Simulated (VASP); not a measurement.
# AlNi (Cmmm) in VASP: notebook

Runs on AlNi. Level: r2SCAN. Tasks: single point.

Everything below comes from runs of VASP 6.6.1. Logs are shortened: lines on timing, memory, paths and dates and some standing lists are left out, and cuts for length are marked.

## (1) The cell of the first run

Symmetry: Cmmm, No. 65, orthorhombic system. Conventional cell: a = 3.798 Å, b = 3.827 Å, c = 3.036 Å, α = 90.00°, β = 90.00°, γ = 90.00°. Ni (site symmetry mmm) has 8 Al at 2.43 to 2.44 Å and 6 Ni at 2.70 to 3.04 Å within 3.2 Å. Within 3.2 Å of Al (site symmetry mmm) lie 8 Ni at 2.43 to 2.44 Å and 6 Al at 2.70 to 3.04 Å.

## (2) Single point, r2SCAN, collinear spin, ferromagnetic start

Input file POSCAR:

```
AlNi
1.0
    1.8991177115     -1.9133179386      0.0000000000
    1.8991177115      1.9133179386      0.0000000000
    0.0000000000      0.0000000000      3.0361586134
Ni Al
1 1
Direct
    0.5000000000      0.5000000000      0.5000000000
    0.0000000000      0.0000000000      0.0000000000
```

Input file INCAR.step1:

```
  PREC = Accurate
  ENCUT = 520
  ISMEAR = -1
  SIGMA = 0.05
  LREAL = False
  LASPH = True
  NELM = 150
  ISPIN = 2
  MAGMOM = 1 0
  LMAXMIX = 4
  NBANDS = 18
  GGA = PE
  ALGO = Normal
  EDIFF = 1E-4
  LWAVE = True
  LCHARG = False
```

Input file INCAR.step2:

```
  PREC = Accurate
  ENCUT = 520
  EDIFF = 1E-7
  ISMEAR = -1
  SIGMA = 0.05
  LREAL = False
  LASPH = True
  NELM = 150
  ALGO = Normal
  ISIF = 2
  LWAVE = False
  LCHARG = True
  ISPIN = 2
  MAGMOM = 1 0
  LORBIT = 11
  LMAXMIX = 4
  METAGGA = R2SCAN
  LMIXTAU = True
  LELF = True
  LVHAR = True
  NBANDS = 18
  ISTART = 1
```

Input file KPOINTS:

```
regular mesh
0
Gamma
  10 10 9
```

Potentials or basis: VASP PAW PBE potentials, release 64 (Ni, Al).

Launch:

```bash
cat potpaw_PBE.64/Ni/POTCAR potpaw_PBE.64/Al/POTCAR > POTCAR
cp INCAR.step1 INCAR
mpirun -np 1 vasp_std > vasp.out
cp INCAR.step2 INCAR
mpirun -np 1 vasp_std > vasp.out
```

OUTCAR:

```text
PREC = Accurate
   ENCUT = 520
   EDIFF = 1E-7
   ISMEAR = -1
   LREAL = False
   LASPH = True
   NELM = 150
   ISIF = 2
   ISPIN = 2
   LORBIT = 11
   METAGGA = R2SCAN
   ISTART = 1

 ion  position               nearest neighbor table
   1  0.500  0.500  0.500-   2 2.43   2 2.43   2 2.43   2 2.43   2 2.44   2 2.44   2 2.44   2 2.44

   2  0.000  0.000  0.000-   1 2.43   1 2.43   1 2.43   1 2.43   1 2.44   1 2.44   1 2.44   1 2.44

  LATTYP: Found a base centered orthorhombic cell.
 ALAT       =     3.7982354230
 B/A-ratio  =     1.0074772759
 C/A-ratio  =     0.7993603016

  Lattice vectors:

 A1 = (   1.8991177115,  -1.9133179386,   0.0000000000)
 A2 = (   1.8991177115,   1.9133179386,   0.0000000000)
 A3 = (   0.0000000000,   0.0000000000,   3.0361586134)

Analysis of symmetry for initial positions (statically):
=====================================================================
 Subroutine PRICEL returns:
 Original cell was already a primitive cell.

 Routine SETGRP: Setting up the symmetry group for a
 base centered orthorhombic supercell.

 Subroutine GETGRP returns: Found  8 space group operations
 (whereof  8 operations were pure point group operations)
 out of a pool of  8 trial point group operations.

The static configuration has the point symmetry D_2h.

Analysis of symmetry for dynamics (positions and initial velocities):
=====================================================================
 Subroutine PRICEL returns:
 Original cell was already a primitive cell.

 Routine SETGRP: Setting up the symmetry group for a
 base centered orthorhombic supercell.

 Subroutine GETGRP returns: Found  8 space group operations
 (whereof  8 operations were pure point group operations)
 out of a pool of  8 trial point group operations.

The dynamic configuration has the point symmetry D_2h.

Analysis of structural, dynamic, and magnetic symmetry:
=====================================================================
 Subroutine PRICEL returns:
 Original cell was already a primitive cell.

 Routine SETGRP: Setting up the symmetry group for a
 base centered orthorhombic supercell.

 Subroutine GETGRP returns: Found  8 space group operations
 (whereof  8 operations were pure point group operations)
 out of a pool of  8 trial point group operations.

The overall configuration has the point symmetry D_2h.

 Subroutine INISYM returns: Found  8 space group operations
 (whereof  8 operations are pure point group operations),
 and found     1 'primitive' translations

----------------------------------------------------------------------------------------

                                     Primitive cell

  volume of cell :      22.0645

  direct lattice vectors                    reciprocal lattice vectors
     1.899117711 -1.913317939  0.000000000     0.263280152 -0.261326144  0.000000000
     1.899117711  1.913317939  0.000000000     0.263280152  0.261326144  0.000000000
     0.000000000  0.000000000  3.036158613     0.000000000  0.000000000  0.329363557

  length of vectors
     2.695817801  2.695817801  3.036158613     0.370955243  0.370955243  0.329363557

  position of ions in fractional coordinates (direct lattice)
     0.500000000  0.500000000  0.500000000
     0.000000000  0.000000000  0.000000000

  ion indices of the primitive-cell ions
   primitive index   ion index
                 1           1
                 2           2

----------------------------------------------------------------------------------------

 KPOINTS: regular mesh

Automatic generation of k-mesh.
 Grid dimensions read from file:
 generate k-points for:   10   10    9

 Generating k-lattice:

  Cartesian coordinates                     Fractional coordinates (reciprocal lattice)
     0.026328015 -0.026132614  0.000000000     0.100000000  0.000000000  0.000000000
     0.026328015  0.026132614  0.000000000     0.000000000  0.100000000  0.000000000
     0.000000000  0.000000000  0.036595951     0.000000000  0.000000000  0.111111111

  Length of vectors
     0.037095524  0.037095524  0.036595951

  Shift w.r.t. Gamma in fractional coordinates (k-lattice)
     0.000000000  0.000000000  0.000000000

 Subroutine IBZKPT returns following result:
 ===========================================

 Found    155 irreducible k-points:

 Following reciprocal coordinates:
            Coordinates               Weight
  0.000000  0.000000  0.000000      1.000000
  0.100000  0.000000  0.000000      4.000000
  0.200000  0.000000  0.000000      4.000000
  0.300000  0.000000  0.000000      4.000000
  0.400000  0.000000  0.000000      4.000000
  0.500000  0.000000  0.000000      2.000000
[... 16 lines left out ...]
  0.300000  0.300000  0.000000      2.000000
  0.400000  0.300000  0.000000      4.000000
 [... further k-points ...]
   k-points           NKPTS =    155   k-points in BZ     NKDIM =    155   number of bands    NBANDS=     18
   number of dos      NEDOS =    301   number of ions     NIONS =      2
   total plane-waves  NPLWV =   9600
   dimension x,y,z NGX =    20 NGY =   20 NGZ =   24
   dimension x,y,z NGXF=    40 NGYF=   40 NGZF=   48
   ions per type =               1   1
   NGX,Y,Z   is equivalent  to a cutoff of  12.33, 12.33, 13.14 a.u.
   NGXF,Y,Z  is equivalent  to a cutoff of  24.67, 24.67, 26.28 a.u.
 SYSTEM =  unknown system
   PREC   = accura    normal or accurate (medium, high low for compatibility)
   ISTART =      1    job   : 0-new  1-cont  2-samecut
   ICHARG =      0    charge: 1-file 2-atom 10-const
   ISPIN  =      2    spin polarized calculation?
   LNONCOLLINEAR =      F non collinear calculations
   LSORBIT =      F    spin-orbit coupling
   LASPH  =      T    aspherical Exc in radial PAW
   ENCUT  =  520.0 eV  38.22 Ry    6.18 a.u.   5.01  5.01  5.65*2*pi/ulx,y,z
   NELM   =    150;   NELMIN=  2; NELMDL=  0     # of ELM steps
   EDIFF  = 0.1E-06   stopping-criterion for ELM
   LREAL  =      F    real-space projection
   EDIFFG = 0.1E-05   stopping-criterion for IOM
   NSW    =      0    number of steps for IOM
   IBRION =     -1    ionic relax: 0-MD 1-quasi-New 2-CG
   NFREE  =      0    steps in history (QN), initial steepest desc. (CG)
   ISIF   =      2    stress and relaxation
   ISYM   =      2    0-nonsym 1-usesym 2-fastsym
   POTIM  = 0.5000    time-step for ionic-motion
   TEBEG  =    0.0;   TEEND  =   0.0 temperature during run
   PSTRESS=    0.0 pullay stress
   NELECT =      13.0000    total number of electrons
   NUPDOWN=      -1.0000    fix difference up-down
   EMIN   =  10.00;   EMAX   =-10.00  energy-range for DOS
   EFERMI =   0.00;   METHOD = LEGACY
   ISMEAR =    -1;   SIGMA  =   0.05  broadening in eV -4-tet -1-fermi 0-gaus
   EFERMI_NEDOS =   21; number of points for ismear=-14 and -15
   IALGO  =     38    algorithm
   IMIX   =      4    mixing-type and parameters
     AMIX     =   0.40;   BMIX     =  1.00
     AMIX_MAG =   1.60;   BMIX_MAG =  1.00
  volume/ion in A,a.u.               =      11.03        74.45
  Fermi-wavevector in a.u.,A,eV,Ry     =   1.372434  2.593524 25.627593  1.883575
  Thomas-Fermi vector in A             =   2.498041
   LORBIT       =     11    0 simple, 1 ext, 2 COOP (PROOUT), +10 PAW based schemes
   METAGGA = R2SCAN    functional components
   LHFCALC =     F    Hartree Fock is set to
   AEXX    =    0.0000 exact exchange contribution
   IVDW    =     0    specifies the selected vdW correction
   LEPSILON=     F    determine dielectric tensor
   LRPA    =     F    only Hartree local field effects (RPA)
 spin polarized calculation
  energy-cutoff  :      520.00
  volume of cell :       22.06
 maximum number of plane-waves:       608
   NGX = 11   NGY = 11   NGZ = 11

 number of electron      13.0000001 magnetization       0.0000238

 Free energy of the ion-electron system (eV)
  ---------------------------------------------------
  ext. energy  EPLUGINS =         0.00000000
  ---------------------------------------------------
  free energy    TOTEN  =       -19.96702157 eV

  energy without entropy =      -19.95949914  energy(sigma->0) =      -19.96326035

 E-fermi :  10.9991     XC(G=0): -13.4425

 val. band max:       10.9410452053   @ k =  -0.4000   0.2000   0.0000
 cond. band min:      11.0054343676   @ k =   0.4000   0.2000   0.1111
 fundamental gap:      0.0643891623
 Fermi energy:        10.9990946211

 spin component 1

 k-point     1 :       0.0000    0.0000    0.0000
  band No.  band energies     occupation
      1      -1.3605      1.00000
      2       7.0842      1.00000
      3       7.3028      1.00000
      4       9.1335      1.00000
      5       9.1548      1.00000
      6       9.4256      1.00000
[... 10 lines left out ...]
     17      36.5835      0.00000
     18      36.6172      0.00000
[... 463 lines left out ...]
 k-point    24 :       0.4000    0.3000    0.0000
  band No.  band energies     occupation
      1       3.6861      1.00000
      2       6.3401      1.00000
      3       7.9939      1.00000
      4       8.1902      1.00000
      5       8.5345      1.00000
      6       8.5492      1.00000
[... 10 lines left out ...]
     17      36.3999      0.00000
     18      37.6854      0.00000

 [... further k-points ...]

 spin component 2

 k-point     1 :       0.0000    0.0000    0.0000
  band No.  band energies     occupation
      1      -1.3605      1.00000
      2       7.0842      1.00000
      3       7.3029      1.00000
      4       9.1335      1.00000
      5       9.1548      1.00000
      6       9.4256      1.00000
[... 10 lines left out ...]
     17      36.5835      0.00000
     18      36.6172      0.00000
[... 463 lines left out ...]
 k-point    24 :       0.4000    0.3000    0.0000
  band No.  band energies     occupation
      1       3.6861      1.00000
      2       6.3401      1.00000
      3       7.9940      1.00000
      4       8.1902      1.00000
      5       8.5345      1.00000
      6       8.5493      1.00000
[... 10 lines left out ...]
     17      36.3999      0.00000
     18      37.6854      0.00000

 [... further k-points ...]

------------------------ aborting loop because EDIFF is reached ----------------------------------------

  FORCE on cell =-STRESS in cart. coord.  units (eV):
  Direction    XX          YY          ZZ          XY          YZ          ZX
  --------------------------------------------------------------------------------------
  -------------------------------------------------------------------------------------
  Total        2.3679629      2.0898059      0.9598228     -0.0000000      0.0000000      0.0000000
  in kB      171.9459670    151.7480309     69.6960511     -0.0000000      0.0000000      0.0000000
  external PRESSURE =     131.1300163 kB  Pullay stress =       0.0000000 kB

 VOLUME and BASIS-vectors are now :
 -----------------------------------------------------------------------------
  energy-cutoff  :      520.00
  volume of cell :       22.06
      direct lattice vectors                 reciprocal lattice vectors
     1.899117711 -1.913317939  0.000000000     0.263280152 -0.261326144  0.000000000
     1.899117711  1.913317939  0.000000000     0.263280152  0.261326144  0.000000000
     0.000000000  0.000000000  3.036158613     0.000000000  0.000000000  0.329363557

 POSITION                                       TOTAL-FORCE (eV/Angst)
 -----------------------------------------------------------------------------------
      1.89912      0.00000      1.51808        -0.000000     -0.000000      0.000000
      0.00000      0.00000      0.00000         0.000000      0.000000      0.000000
 -----------------------------------------------------------------------------------
    total drift:                                0.000000      0.000000      0.000000

  FREE ENERGIE OF THE ION-ELECTRON SYSTEM (eV)
  ---------------------------------------------------
  free  energy   TOTEN  =       -19.9670215664 eV

  energy  without entropy=      -19.9594991389  energy(sigma->0) =      -19.96326035

 total charge

# of ion       s       p       d       tot
------------------------------------------
    1        0.526   0.616   8.519   9.661
    2        0.395   0.468   0.000   0.862
--------------------------------------------------
tot          0.920   1.084   8.519  10.524

 magnetization (x)

# of ion       s       p       d       tot
------------------------------------------
    1        0.000  -0.000   0.000   0.000
    2        0.000   0.000   0.000   0.000
--------------------------------------------------
tot          0.000   0.000   0.000   0.000
```

Wall time 4.3 min (1 thread of Intel Xeon Platinum 8488C (Sapphire Rapids), shared host); peak memory 0.21 GiB.

Results:

| Item | Value |
| --- | --- |
| Free energy | -19.9670 eV |
| Pressure | 13.1 GPa |
| Net moment | 0.00 μB per cell |
| Valence electrons inside the program's atomic spheres | Ni 9.66; Al 0.86 |

Levels at points of the mesh, in eV from the Fermi level:
Spin up:
```csv
k point,band 3,band 4,band 5,band 6,band 7,band 8,band 9,band 10,band 11,band 12
"(0.00, 0.00, 0.00)",-3.70,-1.87,-1.84,-1.57,3.30,7.64,7.89,7.93,9.18,17.07
"(0.50, 0.00, 0.00)",-3.16,-3.10,-2.38,-1.72,-0.36,8.37,8.41,10.53,12.64,14.32
"(0.50, 0.50, 0.00)",-2.77,-2.77,-2.77,-2.63,-0.91,2.47,3.91,12.29,14.75,14.84
```
Spin down:
```
           k point  band 4  band 5  band 6  band 7  band 8  band 9  band 10  band 11
(0.00, 0.00, 0.00)   -1.87   -1.84   -1.57    3.30    7.64    7.89     7.93     9.18
(0.50, 0.00, 0.00)   -3.10   -2.38   -1.72   -0.36    8.37    8.41    10.53    12.64
(0.50, 0.50, 0.00)   -2.77   -2.77   -2.63   -0.91    2.47    3.91    12.29    14.75
```

Caveat: the cell stands under pressure; the PAW data sets were made with another functional, which shifts forces and pressure a little.

## (3) Single point, r2SCAN, collinear spin, ferromagnetic start

This run uses another cell than the first one, of 11.27 Å³/atom.

Input file POSCAR:

```
AlNi
1.0
    1.9124922205     -1.9267924526      0.0000000000
    1.9124922205      1.9267924526      0.0000000000
    0.0000000000      0.0000000000      3.0575407166
Ni Al
1 1
Direct
    0.5000000000      0.5000000000      0.5000000000
    0.0000000000      0.0000000000      0.0000000000
```

Input file INCAR.step1:

```
PREC = Accurate
ENCUT = 520
ISMEAR = -1
SIGMA = 0.05
LREAL = False
LASPH = True
NELM = 150
ISPIN = 2
MAGMOM = 1 0
LMAXMIX = 4
NBANDS = 18
GGA = PE
ALGO = Normal
EDIFF = 1E-4
LWAVE = True
LCHARG = False
```

Input file INCAR.step2:

```
PREC = Accurate
ENCUT = 520
EDIFF = 1E-6
ISMEAR = -1
SIGMA = 0.05
LREAL = False
LASPH = True
NELM = 150
ALGO = Normal
ISIF = 2
LWAVE = False
LCHARG = True
ISPIN = 2
MAGMOM = 1 0
LORBIT = 11
LMAXMIX = 4
METAGGA = R2SCAN
LMIXTAU = True
LELF = True
LVHAR = True
NBANDS = 18
ISTART = 1
```

Input file KPOINTS:

```
Automatic mesh
0
Gamma
  10 10 9
```

Potentials or basis: VASP PAW PBE potentials, release 64 (Ni, Al).

Launch:

```bash
cat potpaw_PBE.64/Ni/POTCAR potpaw_PBE.64/Al/POTCAR > POTCAR
cp INCAR.step1 INCAR
mpirun -np 1 vasp_std > vasp.out
cp INCAR.step2 INCAR
mpirun -np 1 vasp_std > vasp.out
```

Wall time 3.4 min (1 thread of Intel Xeon Platinum 8488C (Sapphire Rapids), shared host); peak memory 0.22 GiB.

Results (log left out):

```
Free energy                                           : -19.9985 eV
Pressure                                              : 8.5 GPa
Net moment                                            : 0.00 μB per cell
Valence electrons inside the program's atomic spheres : Ni 9.62; Al 0.85
```

Stress tensor (GPa, compression positive):
```
12.34  0.00  0.00
 0.00 10.42  0.00
 0.00  0.00  2.66
```

Levels at points of the mesh, in eV from the Fermi level:
Spin up:
```
           k point  band 4  band 5  band 6  band 7  band 8  band 9  band 10  band 11
(0.00, 0.00, 0.00)   -1.81   -1.79   -1.53    3.25    7.56    7.77     7.81     9.11
(0.50, 0.00, 0.00)   -3.01   -2.31   -1.66   -0.35    8.34    8.35    10.33    12.51
(0.50, 0.50, 0.00)   -2.69   -2.69   -2.58   -0.88    2.43    3.79    12.07    14.60
```
Spin down:
```tsv
k point	band 3	band 4	band 5	band 6	band 7	band 8	band 9	band 10	band 11	band 12
(0.00, 0.00, 0.00)	-3.58	-1.81	-1.79	-1.53	3.25	7.56	7.77	7.81	9.11	16.66
(0.50, 0.00, 0.00)	-3.06	-3.01	-2.31	-1.66	-0.35	8.34	8.35	10.33	12.51	14.07
(0.50, 0.50, 0.00)	-2.72	-2.69	-2.69	-2.58	-0.88	2.43	3.79	12.07	14.60	14.66
```

Caveat: the cell stands under pressure; the PAW data sets were made with another functional, which shifts forces and pressure a little.

[end of part 1 of 2]
